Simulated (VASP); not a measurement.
A run of VASP 6.6.1 is set up as follows.

Contents of INCAR:

```
PREC = Accurate ; ENCUT = 520
EDIFF = 1E-6 ; ISMEAR = 0
SIGMA = 0.02 ; LREAL = F
LASPH = T ; NELM = 80
ALGO = Normal ; ISIF = 2
LWAVE = F ; LCHARG = F
GGA = PE ; NBANDS = 34
```

The input KPOINTS:

```
Automatic mesh
0
Gamma
  9 9 10
```

File POSCAR:

```
KCdCO3F
1.0
    5.1320671306      0.0000000000      0.0000000000
   -2.5660335653      4.4445005090      0.0000000000
    0.0000000000      0.0000000000      4.4894507467
K Cd C O F
1 1 1 3 1
Direct
    0.0000000000      0.0000000000      0.0000000000
    0.6666666667      0.3333333333      0.5000000000
    0.3333333333      0.6666666667      0.5000000000
    0.1878599463      0.3757198926      0.5000000000
    0.1878599463      0.8121400537      0.5000000000
    0.6242801074      0.8121400537      0.5000000000
    0.6666666667      0.3333333333      0.0000000000
```

Potentials or basis: VASP PAW PBE potentials, release 64 (K_sv, Cd, C, O, F).

Launch:

```sh
$ cat potpaw_PBE.64/K_sv/POTCAR potpaw_PBE.64/Cd/POTCAR potpaw_PBE.64/C/POTCAR potpaw_PBE.64/O/POTCAR potpaw_PBE.64/F/POTCAR > POTCAR
$ mpirun -np 1 vasp_std > vasp.out
```

(1) Estimate the largest force.

(2) Estimate the band gap on the k mesh.

(3) Estimate the pressure.

Results:

(1) 0.259 eV/Å.

(2) 1.75 eV, indirect (the least direct gap lies 4.0 meV higher).

(3) 0.7 GPa.
